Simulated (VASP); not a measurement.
BeGa2:

```
Be Ga
1.0
    -1.83894    1.83894    6.39395
     1.83894   -1.83894    6.39395
     1.83894    1.83894   -6.39395
Be Ga
2 4
Direct
  0.00000 0.00000 0.00000
  0.75000 0.25000 0.50000
  0.41650 0.41650 0.00000
  0.16650 0.66650 0.50000
  0.33350 0.83350 0.50000
  0.58350 0.58350 0.00000
```

| Item | Value |
| --- | --- |
| Program | VASP 6.6.1 |
| Task | relaxation of cell and atoms |
| Functional | PBE |
| Potentials or basis | VASP PAW PBE potentials, release 64 (Be, Ga_d) |
| Cutoff | 600 eV |
| k mesh | 6 × 6 × 6 |
| Occupations | gaussian, width 0.1 eV |
| Spin | no spin polarisation |

At the start: pressure 28.7 GPa; volume 14.41 Å³/atom.

How do energy, volume and symmetry change on relaxing?

Over 27 steps the energy falls by 950.7 meV/atom and the volume is 14.20 Å³/atom (-1.5 %); space group I4_1/amd (No. 141, to 0.1 Å) before and after.

Step by step:
```csv
step,energy change (eV),largest force (eV/Å),pressure (GPa),volume (Å³)
1,0.0000,0.0259,28.69,86.49
2,-2.2085,0.9248,-3.40,122.73
3,-2.2752,0.9609,-0.65,115.25
4,-2.2755,0.9598,-0.92,115.88
5,-2.5274,0.5695,-1.86,115.84
6,-2.9021,1.2682,-3.56,115.22
7,-2.9981,1.2957,-3.48,114.38
8,-3.2359,1.3406,-3.15,111.67
9,-3.7660,1.6423,-2.05,105.49
10,-3.8031,2.7414,8.12,90.65
11,-4.0025,2.1302,0.98,99.62
12,-4.0098,2.5810,3.62,95.24
13,-4.3940,1.8407,2.02,94.67
14,-4.5313,1.8313,1.03,93.83
15,-4.5571,1.9281,0.07,93.45
16,-4.5202,1.8068,-1.68,92.56
17,-4.5632,1.8974,-0.27,93.26
18,-4.8672,1.6015,-1.10,93.12
19,-5.3713,0.6374,-2.36,92.58
20,-5.3885,0.2453,-1.95,92.42
21,-5.5417,0.1334,-1.89,90.28
22,-5.6509,0.5321,1.03,83.82
23,-5.6841,0.1913,-0.61,86.42
24,-5.6873,0.2522,-0.37,85.95
25,-5.6876,0.2731,-0.33,85.80
26,-5.7036,0.0697,-0.20,85.34
27,-5.7044,0.0237,-0.18,85.23
```

Final structure:
```xyz
6
Lattice="-1.3932 1.3932 10.9782 1.3932 -1.3932 10.9782 1.3932 1.3932 -10.9782" Properties=species:S:1:pos:R:3 pbc="T T T"
Be    0.0000    0.0000    0.0000
Be    0.0000    1.3932    5.4891
Ga    0.0000    0.0000    9.3836
Ga    1.3932    0.0000    3.8945
Ga    1.3932    0.0000    7.0836
Ga    0.0000    0.0000   12.5727
```

Caveat: a cell axis changed by over 15 % at a fixed basis, so the end point is rough.
